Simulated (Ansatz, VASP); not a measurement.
**Sc2InAs3: VASP beside Ansatz**

```
Sc In As
1.0
     2.70923    1.56418    5.24392
    -2.70923    1.56418    5.24392
     0.00000   -3.12835    5.24392
Sc In As
2 1 3
Direct
  0.60114 0.60114 0.60114
  0.39886 0.39886 0.39886
  0.00000 0.00000 0.00000
  0.50000 0.00000 0.00000
  0.00000 0.50000 0.00000
  0.00000 0.00000 0.50000
```

Change from the starting cell: species swapped into the Y2AlFe3 type (R-3m, No. 166).

Alike in both runs: functional PBE; k mesh 6 × 6 × 6; occupations gaussian, width 0.1 eV; no spin polarisation.

Ansatz relaxed the structure, and its values are those at the end. VASP's run is a single point on that final structure, the one shown.

|  | VASP | Ansatz |
| --- | --- | --- |
| version | VASP 6.6.1 | Ansatz 0.2.0 |
| potentials or method | VASP PAW PBE potentials, release 64 (Sc_sv, In_d, As), cutoff 520 eV | scalar-relativistic, plane waves, PAW |
| valence electrons in the cell | 50 | 80 |

VASP gave:

| Quantity | Value |
| --- | --- |
| gap on the k mesh at the Fermi level (eV) | none |
| pressure (GPa) | -0.1 |

Question: What did Ansatz give for the same quantities?

Answer: gap on the k mesh at the Fermi level (eV): none; pressure (GPa): -0.2.

A gap of «none» marks a metal or a gap that the smearing closes. With one functional, cell and mesh, what is left measures potentials, basis and numerics. VASP's potentials hold 50 valence electrons a cell and Ansatz's 80, so a difference there can come from the potentials and not from the codes.
